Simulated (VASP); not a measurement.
InBAs2, 4 atoms in the cell. The structure is tetragonal, space group P-4m2 (No. 115). Conventional cell: a = 3.758 Å, b = 3.758 Å, c = 5.760 Å, α = 90.00°, β = 90.00°, γ = 90.00°. Within 2.9 Å of B (site symmetry -4m2) lie 4 As at 2.19 Å. Within 2.9 Å of As (site symmetry 2mm) lie 2 B at 2.19 Å and 2 In at 2.57 Å. In (site symmetry -4m2) has 4 As at 2.57 Å within 3.4 Å. 

| Quantity | Value |
| --- | --- |
| Program | VASP 6.6.1 |
| Task | single point |
| Functional | r2SCAN |
| Potentials or basis | VASP PAW PBE potentials, release 64 (B, As, In_d) |
| Cutoff | 520 eV |
| k mesh | 6 × 6 × 4 |
| Occupations | fermi-dirac, width 0.02 eV |
| Spin | no spin polarisation |
| Dipole correction | no |
| Further INCAR settings | ALGO = Normal; EDIFF = 1e-06; NBANDS = 21 |

Potentials or basis: VASP PAW PBE potentials, release 64 (B, As, In_d).

The run is started by

```sh
$ cat potpaw_PBE.64/B/POTCAR potpaw_PBE.64/As/POTCAR potpaw_PBE.64/In_d/POTCAR > POTCAR
$ cp INCAR.step1 INCAR
$ mpirun -np 1 vasp_std > vasp.out
$ cp INCAR.step2 INCAR
$ mpirun -np 1 vasp_std > vasp.out
```

Hardware: 1 thread of Intel(R) Xeon(R) Platinum 8259CL CPU @ 2.50GHz (Skylake/Cascade Lake), on a shared host.

Problem. How long does it take, and how much memory?

Solution. It took 3.4 min on 1 thread of Intel(R) Xeon(R) Platinum 8259CL CPU @ 2.50GHz (Skylake/Cascade Lake), on a shared host, peak memory 0.22 GiB. Counts: k points 30.
